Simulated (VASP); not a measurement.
A run of VASP 6.6.1 is set up as follows.

File INCAR:

```
ALGO = Normal
EDIFF = 1E-8
ENCUT = 400
GGA = CA
GGA_COMPAT = F
ISIF = 2
ISMEAR = -1
LASPH = T
LCHARG = F
LEFG = T
LREAL = F
LWAVE = F
NBANDS = 18
NELM = 120
PREC = Accurate
SIGMA = 0.03
```

Contents of KPOINTS:

```
k-points
0
Gamma
  9 9 5
```

Contents of POSCAR:

```
TaS2
1.0
    3.3721882117      0.0000000000      0.0000000000
   -1.6860941058      2.9204006577      0.0000000000
    0.0000000000      0.0000000000      5.8988090780
Ta S
1 2
Direct
    0.0000000000      0.0000000000      0.0000000000
    0.3333333333      0.6666666667      0.2500000000
    0.6666666667      0.3333333333      0.7500000000
```

Potentials or basis: VASP PAW LDA potentials, release 64 (Ta_pv, S).

Launch:

```console
$ cat potpaw_LDA.64/Ta_pv/POTCAR potpaw_LDA.64/S/POTCAR > POTCAR
$ mpirun -np 1 vasp_std > vasp.out
```

Question: What does it give for the largest force?

Answer: 0.502 eV/Å.

Question: Estimate the pressure.

Answer: -1.0 GPa.

Stress tensor (GPa, compression positive):
```
-2.73  0.00  0.00
 0.00 -2.73  0.00
 0.00  0.00  2.33
```

Caveat: without QUAD_EFG the Cq values of the log hold for a quadrupole moment of 1 mb, not for the nuclei.
